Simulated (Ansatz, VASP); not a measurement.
One calculation of Li4Zr3O, two programs

File INCAR:

```
SYSTEM = Li4Zr3O
PREC = Accurate
ENCUT = 520
EDIFF = 1E-7
ISMEAR = 0
SIGMA = 0.2
LREAL = .FALSE.
LASPH = .TRUE.
NELM = 100
ALGO = Normal
ISIF = 2
LWAVE = .FALSE.
LCHARG = .FALSE.
GGA = PE
NBANDS = 37
```

The input KPOINTS:

```
Automatic mesh
0
G
  6 6 2
  0 0 0
```

Contents of POSCAR:

```
Li4Zr3O
1.0
    3.2067654281      0.0000000000      0.0000000000
   -1.6033827141      2.7771403247      0.0000000000
    0.0000000000      0.0000000000     17.7348641449
Li Zr O
4 3 1
Direct
    0.0000000000      0.0000000000      0.8536495436
    0.6666666667      0.3333333333      0.4428114014
    0.3333333333      0.6666666667      0.5818704002
    0.6666666667      0.3333333333      0.7152477429
    0.3333333333      0.6666666667      0.9958248656
    0.6666666667      0.3333333333      0.1495219357
    0.3333333333      0.6666666667      0.2930179766
    0.0000000000      1.0000000000      0.0750561340
```

Input for Ansatz:

```yaml
crystal:
  lattice:
    - [3.2067654281, 0.0, 0.0]
    - [-1.6033827141, 2.7771403247, 0.0]
    - [0.0, 0.0, 17.7348641449]
  atoms:
    - { symbol: Li, position: [0.0, 0.0, 0.8536495436] }
    - { symbol: Li, position: [0.6666666667, 0.3333333333, 0.4428114014] }
    - { symbol: Li, position: [0.3333333333, 0.6666666667, 0.5818704002] }
    - { symbol: Li, position: [0.6666666667, 0.3333333333, 0.7152477429] }
    - { symbol: Zr, position: [0.3333333333, 0.6666666667, 0.9958248656] }
    - { symbol: Zr, position: [0.6666666667, 0.3333333333, 0.1495219357] }
    - { symbol: Zr, position: [0.3333333333, 0.6666666667, 0.2930179766] }
    - { symbol: O, position: [0.0, 1.0, 0.075056134] }
basis:
  ecutwfc: 420
kpoints:
  mp_grid: { grid: [6, 6, 2] }
hamiltonian:
  xc: pbe
scf:
  occupations: { method: gaussian, width: 0.2 }
  lower_state_search: "off"
output:
  forces: true
  stress: true
  eigenvalues: true
```

Alike in both runs: task single point; functional PBE; k mesh 6 × 6 × 2; occupations gaussian, width 0.2 eV; no spin polarisation.

```csv
,VASP,Ansatz
version,VASP 6.6.1,Ansatz 0.2.0
potentials or method,"VASP PAW PBE potentials, release 64 (Li_sv, Zr_sv, O), cutoff 520 eV","scalar-relativistic, plane waves, PAW"
valence electrons in the cell,54,54
```

```tsv
	VASP	Ansatz	Ansatz less VASP
gap on the k mesh at the Fermi level (eV)	none	none	-
rms of the force components (eV/Å)	0.017	0.017	-0.0003
```

Atom by atom the forces differ by 0.007 eV/Å (rms over components). A gap of «none» marks a metal or a gap that the smearing closes. With one functional, cell and mesh, what is left measures potentials, basis and numerics.

The k mesh is coarse, so the values compare programs but aren't converged. Noted on VASP's run: the cutoff is under 1.25 times that of the potentials, so the pressure is a little rough.
